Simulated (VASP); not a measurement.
P, 4 atoms in the cell. Symmetry: Cmce, No. 64, orthorhombic system. Conventional cell: a = 3.310 Å, b = 11.300 Å, c = 4.563 Å, α = 90.00°, β = 90.00°, γ = 90.00°. Within 2.9 Å of P (site symmetry m) lie 3 P at 2.23 to 2.26 Å. 

```yaml
Program: VASP 6.6.1
Task: single point
Functional: PBE
Potentials_or_basis: VASP PAW PBE potentials, release 64 (P)
Cutoff: 520 eV
k_mesh: 9 × 9 × 9
Occupations: gaussian, width 0.02 eV
Spin: no spin polarisation
Dipole_correction: no
Further_INCAR_settings: ALGO = Normal; EDIFF = 1e-06; NBANDS = 18
```

Potentials or basis: VASP PAW PBE potentials, release 64 (P).

Command:

```sh
$ cat potpaw_PBE.64/P/POTCAR > POTCAR
$ mpirun -np 1 vasp_std > vasp.out
```

Hardware: 1 thread of Intel(R) Xeon(R) 6975P-C (Granite Rapids) (shared host).

**Question.** How long does it take, and how much memory?

**Answer.** It took 2.1 min on 1 thread of Intel(R) Xeon(R) 6975P-C (Granite Rapids), with other jobs on the host, peak memory 0.33 GiB. Counts: scf iterations 12, k points 125.
